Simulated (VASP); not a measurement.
Input of a VASP 6.6.1 run:

The input INCAR:

```
ALGO = Normal
EDIFF = 1E-6
ENCUT = 520
GGA = PE
ISIF = 2
ISMEAR = 0
ISPIN = 2
LASPH = T
LCHARG = T
LELF = T
LMAXMIX = 4
LORBIT = 11
LREAL = F
LVHAR = T
LWAVE = F
MAGMOM = 2 2 0 0
NBANDS = 29
NELM = 150
PREC = Accurate
SIGMA = 0.1
```

File KPOINTS:

```
k-points
0
Gamma
  6 6 4
```

POSCAR

```
V2BN
1.0
    3.2032379500      0.0000000000      0.0000000000
    0.0000000000      3.2032379500      0.0000000000
    0.0000000000      0.0000000000      4.3302060400
V B N
2 1 1
Direct
    0.0000000000      0.0000000000      0.2033193000
    0.0000000000      0.0000000000      0.7966807000
    0.5000000000      0.5000000000      0.5000000000
    0.0000000000      0.0000000000      0.5000000000
```

Potentials or basis: VASP PAW PBE potentials, release 64 (V_sv, B, N).

Command:

```bash
$ cat potpaw_PBE.64/V_sv/POTCAR potpaw_PBE.64/B/POTCAR potpaw_PBE.64/N/POTCAR > POTCAR
$ mpirun -np 1 vasp_std > vasp.out
```

(1) Predict the net moment.

(2) Predict the pressure.

(3) Estimate the band gap on the k mesh.

(4) Estimate the largest force.

Answers

(1) 0.00 μB per cell.

(2) 161.2 GPa.

(3) zero (filled and empty bands overlap).

(4) 31.233 eV/Å.

Caveat: the k points lie up to 0.36 Å⁻¹ apart; forces of over 1 eV/Å act on the atoms, so gaps and moduli don't describe the material at rest.
